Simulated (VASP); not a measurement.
# Cd3TeSe2 (P3m1) in VASP: single point with PBE

Aim: the single point of Cd3TeSe2 with PBE.

Program: VASP 6.6.1. These are calculated values, not measurements. Logs are shortened: lines on timing, memory, paths and dates and some standing lists are left out, and cuts for length are marked.

**1. The cell of the first run**

The structure is trigonal, space group P3m1 (No. 156). Conventional cell: a = 4.482 Å, b = 4.482 Å, c = 10.980 Å, α = 90.00°, β = 90.00°, γ = 120.00°. Within 3.5 Å of Cd (site symmetry 3m) lie 4 Se at 2.69 to 2.72 Å. Cd (site symmetry 3m) has 3 Se at 2.72 Å and 1 Te at 2.86 Å within 3.6 Å. Cd (site symmetry 3m) has 1 Se at 2.68 Å and 3 Te at 2.81 Å within 3.5 Å. Within 3.7 Å of Te (site symmetry 3m) lie 4 Cd at 2.81 to 2.86 Å. Se (site symmetry 3m) has 4 Cd at 2.69 to 2.72 Å within 3.5 Å. Within 3.5 Å of Se (site symmetry 3m) lie 4 Cd at 2.68 to 2.72 Å.

**2. Single point, PBE**

POSCAR

```
Cd3TeSe2
1.0
    4.4815560202      0.0000000000      0.0000000000
   -2.2407780101      3.8811413620      0.0000000000
    0.0000000000      0.0000000000     10.9800545086
Cd Te Se
3 1 2
Direct
    0.0000000000      0.0000000000      0.0003493588
    0.3333333333      0.6666666667      0.6797227678
    0.6666666667      0.3333333333      0.3193071074
    0.3333333333      0.6666666667      0.4193398860
    0.0000000000      0.0000000000      0.7556006200
    0.6666666667      0.3333333333      0.0756802601
```

INCAR.step1

```
ALGO = Normal
EDIFF = 1E-6
ENCUT = 520
GGA = PE
ISIF = 2
ISMEAR = 0
LASPH = True
LCHARG = True
LREAL = False
LWAVE = False
NBANDS = 36
NELM = 80
PREC = Accurate
SIGMA = 0.01
```

KPOINTS.step1

```
k-points
0
Gamma
  12 12 4
```

INCAR.step2

```
ALGO = Normal
EDIFF = 1E-6
ENCUT = 520
GGA = PE
ICHARG = 11
ISIF = 2
ISMEAR = -5
LASPH = True
LCHARG = False
LORBIT = 10
LREAL = False
LWAVE = False
NBANDS = 36
NEDOS = 2001
NELM = 80
PREC = Accurate
SIGMA = 0.01
```

KPOINTS.step2

```
k-points
0
Gamma
  18 18 6
```

Potentials or basis: VASP PAW PBE potentials, release 64 (Cd, Te, Se).

Started as:

```console
$ cat potpaw_PBE.64/Cd/POTCAR potpaw_PBE.64/Te/POTCAR potpaw_PBE.64/Se/POTCAR > POTCAR
$ cp INCAR.step1 INCAR
$ cp KPOINTS.step1 KPOINTS
$ mpirun -np 1 vasp_std > vasp.out
$ cp INCAR.step2 INCAR
$ cp KPOINTS.step2 KPOINTS
$ mpirun -np 1 vasp_std > vasp.out
```

OUTCAR:

```text
EDIFF = 1E-6
   ENCUT = 520
   GGA = PE
   ICHARG = 11
   ISIF = 2
   ISMEAR = -5
   LASPH = True
   LORBIT = 10
   LREAL = False
   NELM = 80
   PREC = Accurate

 ion  position               nearest neighbor table
   1  0.000  0.000  0.000-   5 2.69   6 2.72   6 2.72   6 2.72
   2  0.333  0.667  0.680-   5 2.72   5 2.72   5 2.72   4 2.86
   3  0.667  0.333  0.319-   6 2.68   4 2.81   4 2.81   4 2.81
   4  0.333  0.667  0.419-   3 2.81   3 2.81   3 2.81   2 2.86
   5  0.000  0.000  0.756-   1 2.69   2 2.72   2 2.72   2 2.72
   6  0.667  0.333  0.076-   3 2.68   1 2.72   1 2.72   1 2.72

  LATTYP: Found a hexagonal cell.
 ALAT       =     4.4815560202
 C/A-ratio  =     2.4500540569

  Lattice vectors:

 A1 = (   4.4815560202,   0.0000000000,   0.0000000000)
 A2 = (  -2.2407780101,   3.8811413620,   0.0000000000)
 A3 = (   0.0000000000,   0.0000000000,  10.9800545086)

Analysis of symmetry for initial positions (statically):
=====================================================================
 Subroutine PRICEL returns:
 Original cell was already a primitive cell.

 Routine SETGRP: Setting up the symmetry group for a
 hexagonal supercell.

 Subroutine GETGRP returns: Found  6 space group operations
 (whereof  6 operations were pure point group operations)
 out of a pool of 24 trial point group operations.

The static configuration has the point symmetry C_3v.

Analysis of symmetry for dynamics (positions and initial velocities):
=====================================================================
 Subroutine PRICEL returns:
 Original cell was already a primitive cell.

 Routine SETGRP: Setting up the symmetry group for a
 hexagonal supercell.

 Subroutine GETGRP returns: Found  6 space group operations
 (whereof  6 operations were pure point group operations)
 out of a pool of 24 trial point group operations.

The dynamic configuration has the point symmetry C_3v.

 Subroutine INISYM returns: Found  6 space group operations
 (whereof  6 operations are pure point group operations),
 and found     1 'primitive' translations

----------------------------------------------------------------------------------------

                                     Primitive cell

  volume of cell :     190.9822

  direct lattice vectors                    reciprocal lattice vectors
     4.481556020  0.000000000  0.000000000     0.223136785  0.128828083  0.000000000
    -2.240778010  3.881141362  0.000000000     0.000000000  0.257656165  0.000000000
     0.000000000  0.000000000 10.980054509     0.000000000  0.000000000  0.091074229

  length of vectors
     4.481556020  4.481556020 10.980054509     0.257656165  0.257656165  0.091074229

  position of ions in fractional coordinates (direct lattice)
     0.000000000  0.000000000  0.000349359
     0.333333333  0.666666667  0.679722768
     0.666666667  0.333333333  0.319307107
     0.333333333  0.666666667  0.419339886
     0.000000000  0.000000000  0.755600620
     0.666666667  0.333333333  0.075680260

  ion indices of the primitive-cell ions
   primitive index   ion index
                 1           1
                 2           2
                 3           3
                 4           4
                 5           5
                 6           6

----------------------------------------------------------------------------------------

 KPOINTS: k-points

Automatic generation of k-mesh.
 Grid dimensions read from file:
 generate k-points for:   18   18    6

 Generating k-lattice:

  Cartesian coordinates                     Fractional coordinates (reciprocal lattice)
     0.012396488  0.007157116  0.000000000     0.055555556  0.000000000  0.000000000
     0.000000000  0.014314231  0.000000000     0.000000000  0.055555556  0.000000000
     0.000000000  0.000000000  0.015179038     0.000000000  0.000000000  0.166666667

  Length of vectors
     0.014314231  0.014314231  0.015179038

  Shift w.r.t. Gamma in fractional coordinates (k-lattice)
     0.000000000  0.000000000  0.000000000

 TETIRR: Found   2825 inequivalent tetrahedra from    11664

 Subroutine IBZKPT returns following result:
 ===========================================

 Found    202 irreducible k-points:

 Following reciprocal coordinates:
            Coordinates               Weight
  0.000000  0.000000  0.000000      1.000000
  0.055556  0.000000  0.000000      6.000000
  0.111111  0.000000  0.000000      6.000000
  0.166667  0.000000  0.000000      6.000000
  0.222222  0.000000  0.000000      6.000000
  0.277778  0.000000  0.000000      6.000000
[... 16 lines left out ...]
  0.333333  0.111111  0.000000     12.000000
  0.388889  0.111111  0.000000     12.000000
 [... further k-points ...]
   k-points           NKPTS =    202   k-points in BZ     NKDIM =    202   number of bands    NBANDS=     36
   number of dos      NEDOS =   2001   number of ions     NIONS =      6
   total plane-waves  NPLWV = 108864
   dimension x,y,z NGX =    36 NGY =   36 NGZ =   84
   dimension x,y,z NGXF=    72 NGYF=   72 NGZF=  168
   ions per type =               3   1   2
   NGX,Y,Z   is equivalent  to a cutoff of  13.35, 13.35, 12.72 a.u.
   NGXF,Y,Z  is equivalent  to a cutoff of  26.71, 26.71, 25.44 a.u.
 SYSTEM =  unknown system
   PREC   = accura    normal or accurate (medium, high low for compatibility)
   ISTART =      0    job   : 0-new  1-cont  2-samecut
   ICHARG =     11    charge: 1-file 2-atom 10-const
   ISPIN  =      1    spin polarized calculation?
   LNONCOLLINEAR =      F non collinear calculations
   LSORBIT =      F    spin-orbit coupling
   LASPH  =      T    aspherical Exc in radial PAW
   ENCUT  =  520.0 eV  38.22 Ry    6.18 a.u.   8.33  8.33 20.42*2*pi/ulx,y,z
   NELM   =     80;   NELMIN=  2; NELMDL=  0     # of ELM steps
   EDIFF  = 0.1E-05   stopping-criterion for ELM
   LREAL  =      F    real-space projection
[... 7 lines left out ...]
   TEBEG  =    0.0;   TEEND  =   0.0 temperature during run
   PSTRESS=    0.0 pullay stress
   NELECT =      54.0000    total number of electrons
   NUPDOWN=      -1.0000    fix difference up-down
   EMIN   =  10.00;   EMAX   =-10.00  energy-range for DOS
   EFERMI =   0.00;   METHOD = LEGACY
   ISMEAR =    -5;   SIGMA  =   0.01  broadening in eV -4-tet -1-fermi 0-gaus
   EFERMI_NEDOS =   21; number of points for ismear=-14 and -15
   IALGO  =     38    algorithm
   IMIX   =      4    mixing-type and parameters
     AMIX     =   0.40;   BMIX     =  1.00
     AMIX_MAG =   1.60;   BMIX_MAG =  1.00
  volume/ion in A,a.u.               =      31.83       214.80
  Fermi-wavevector in a.u.,A,eV,Ry     =   1.074505  2.030520 15.708759  1.154561
  Thomas-Fermi vector in A             =   2.210335
   LORBIT       =     10    0 simple, 1 ext, 2 COOP (PROOUT), +10 PAW based schemes
   GGA     = PE    functional components
   LHFCALC =     F    Hartree Fock is set to
   AEXX    =    0.0000 exact exchange contribution
   IVDW    =     0    specifies the selected vdW correction
   LEPSILON=     F    determine dielectric tensor
   LRPA    =     F    only Hartree local field effects (RPA)
 non-spin polarized calculation
 Fermi weights with tetrahedron method with Bloechl corrections
  energy-cutoff  :      520.00
  volume of cell :      190.98
 maximum number of plane-waves:      5192
 NGX is ok and might be reduce to    36

 number of electron      53.9999990 magnetization

 Free energy of the ion-electron system (eV)
  ---------------------------------------------------
  ext. energy  EPLUGINS =         0.00000000
  ---------------------------------------------------
  free energy    TOTEN  =       -15.72346046 eV

  energy without entropy =      -15.72346046  energy(sigma->0) =      -15.72346046

 E-fermi :   1.3208     XC(G=0):  -8.5268

 val. band max:        1.3167907017   @ k =   0.0000   0.0000   0.0000
 cond. band min:       1.4028221575   @ k =   0.0000   0.0000   0.0000
 fundamental gap:      0.0860314559
 Fermi energy:         1.3207670830

 k-point     1 :       0.0000    0.0000    0.0000
  band No.  band energies     occupation
      1     -11.3023      2.00000
      2     -11.1314      2.00000
      3      -9.4926      2.00000
      4      -6.8998      2.00000
      5      -6.8998      2.00000
      6      -6.8838      2.00000
[... 28 lines left out ...]
     35       7.0153      0.00000
     36       7.0750      0.00000

 k-point     2 :       0.0556    0.0000    0.0000
  band No.  band energies     occupation
      1     -11.2954      2.00000
      2     -11.1270      2.00000
      3      -9.4842      2.00000
      4      -6.8968      2.00000
      5      -6.8942      2.00000
      6      -6.8815      2.00000
[... 28 lines left out ...]
     35       6.9735      0.00000
     36       7.0247      0.00000

 k-point     3 :       0.1111    0.0000    0.0000
  band No.  band energies     occupation
      1     -11.2756      2.00000
      2     -11.1142      2.00000
      3      -9.4597      2.00000
      4      -6.8883      2.00000
      5      -6.8811      2.00000
      6      -6.8708      2.00000
[... 28 lines left out ...]
     35       6.7922      0.00000
     36       7.1382      0.00000

 k-point     4 :       0.1667    0.0000    0.0000
  band No.  band energies     occupation
      1     -11.2449      2.00000
      2     -11.0950      2.00000
      3      -9.4223      2.00000
      4      -6.8754      2.00000
      5      -6.8711      2.00000
      6      -6.8449      2.00000
[... 28 lines left out ...]
     35       6.8537      0.00000
     36       7.1292      0.00000

 k-point     5 :       0.2222    0.0000    0.0000
  band No.  band energies     occupation
      1     -11.2065      2.00000
      2     -11.0718      2.00000
      3      -9.3764      2.00000
      4      -6.8608      2.00000
      5      -6.8600      2.00000
      6      -6.8222      2.00000
[... 655 lines left out ...]
 k-point    22 :       0.2778    0.1111    0.0000
  band No.  band energies     occupation
      1     -11.1129      2.00000
      2     -11.0216      2.00000
      3      -9.2704      2.00000
      4      -6.8376      2.00000
      5      -6.8229      2.00000
      6      -6.7914      2.00000
[... 28 lines left out ...]
     35       7.1106      0.00000
     36       7.4113      0.00000

 k-point    23 :       0.3333    0.1111    0.0000
  band No.  band energies     occupation
      1     -11.0795      2.00000
      2     -11.0075      2.00000
      3      -9.2360      2.00000
      4      -6.8277      2.00000
      5      -6.8149      2.00000
      6      -6.7851      2.00000
[... 28 lines left out ...]
     35       7.3690      0.00000
     36       7.6536      0.00000

 k-point    24 :       0.3889    0.1111    0.0000
  band No.  band energies     occupation
      1     -11.0562      2.00000
      2     -10.9998      2.00000
      3      -9.2137      2.00000
      4      -6.8216      2.00000
      5      -6.8099      2.00000
      6      -6.7809      2.00000
[... 28 lines left out ...]
     35       7.5262      0.00000
     36       7.8867      0.00000

 [... further k-points ...]

------------------------ aborting loop because EDIFF is reached ----------------------------------------

  FORCE on cell =-STRESS in cart. coord.  units (eV):
  Direction    XX          YY          ZZ          XY          YZ          ZX
  --------------------------------------------------------------------------------------
  -------------------------------------------------------------------------------------
  Total        0.2178793      0.2178793      0.2312581      0.0000000      0.0000000      0.0000000
  in kB        1.8278218      1.8278218      1.9400580      0.0000000      0.0000000      0.0000000
  external PRESSURE =       1.8652339 kB  Pullay stress =       0.0000000 kB

 VOLUME and BASIS-vectors are now :
 -----------------------------------------------------------------------------
  energy-cutoff  :      520.00
  volume of cell :      190.98
      direct lattice vectors                 reciprocal lattice vectors
     4.481556020  0.000000000  0.000000000     0.223136785  0.128828083  0.000000000
    -2.240778010  3.881141362  0.000000000     0.000000000  0.257656165  0.000000000
     0.000000000  0.000000000 10.980054509     0.000000000  0.000000000  0.091074229

 POSITION                                       TOTAL-FORCE (eV/Angst)
 -----------------------------------------------------------------------------------
      0.00000      0.00000      0.00384        -0.000000     -0.000000      0.004947
     -0.00000      2.58743      7.46339        -0.000000      0.000000     -0.008393
      2.24078      1.29371      3.50601         0.000000     -0.000000      0.010571
     -0.00000      2.58743      4.60437        -0.000000     -0.000000      0.003247
      0.00000      0.00000      8.29654        -0.000000     -0.000000     -0.004686
      2.24078      1.29371      0.83097        -0.000000     -0.000000     -0.005684
 -----------------------------------------------------------------------------------
    total drift:                               -0.000119      0.000069     -0.000200

  FREE ENERGIE OF THE ION-ELECTRON SYSTEM (eV)
  ---------------------------------------------------
  free  energy   TOTEN  =       -15.7234604618 eV

  energy  without entropy=      -15.7234604618  energy(sigma->0) =      -15.72346046

 total charge

# of ion       s       p       d       tot
------------------------------------------
    1        0.434   0.270   9.554  10.258
    2        0.439   0.268   9.549  10.256
    3        0.463   0.311   9.536  10.310
    4        1.352   2.056   0.020   3.428
    5        1.448   2.351   0.017   3.817
    6        1.447   2.353   0.017   3.818
--------------------------------------------------
tot          5.584   7.609  28.693  41.886
```

Wall time 34 min (1 thread of Oxide Virtual Turin-like, shared host); peak memory 1.2 GiB.

What came out:

```yaml
Valence_electrons_inside_the_program's_atomic_spheres: Cd 10.26, 10.31 (each value once); Te 3.43; Se 3.82
```

Caveat: spin-orbit coupling is left out, which moves the levels of the heavy elements.
